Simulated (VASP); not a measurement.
GaN, 2 atoms in the cell. The structure is cubic, space group Fm-3m (No. 225). The conventional cell has a = 4.217 Å, b = 4.217 Å, c = 4.217 Å, α = 90.00°, β = 90.00°, γ = 90.00°. Within 2.8 Å of Ga (site symmetry m-3m) lie 6 N at 2.11 Å. N (site symmetry m-3m) has 6 Ga at 2.11 Å within 2.8 Å. 

```yaml
Program: VASP 6.6.1
Task: single point
Functional: PBEsol
Potentials_or_basis: VASP PAW PBE potentials, release 64 (Ga_d, N)
Cutoff: 600 eV
k_mesh: 8 × 8 × 8
Occupations: gaussian, width 0.01 eV
Spin: no spin polarisation
Dipole_correction: no
Further_INCAR_settings: ALGO = Normal; EDIFF = 1e-06; NBANDS = 16
```

Potentials or basis: VASP PAW PBE potentials, release 64 (Ga_d, N).

The run is started by

```sh
$ cat potpaw_PBE.64/Ga_d/POTCAR potpaw_PBE.64/N/POTCAR > POTCAR
$ mpirun -np 1 vasp_std > vasp.out
```

Hardware: 1 thread of Intel(R) Xeon(R) 6975P-C (Granite Rapids) (shared host).

Q: How long does it take, and how much memory?

A: Run time: 4.5 s on 1 thread of Intel(R) Xeon(R) 6975P-C (Granite Rapids) (shared host), peak memory 0.14 GiB. Counts: scf iterations 12, k points 29.
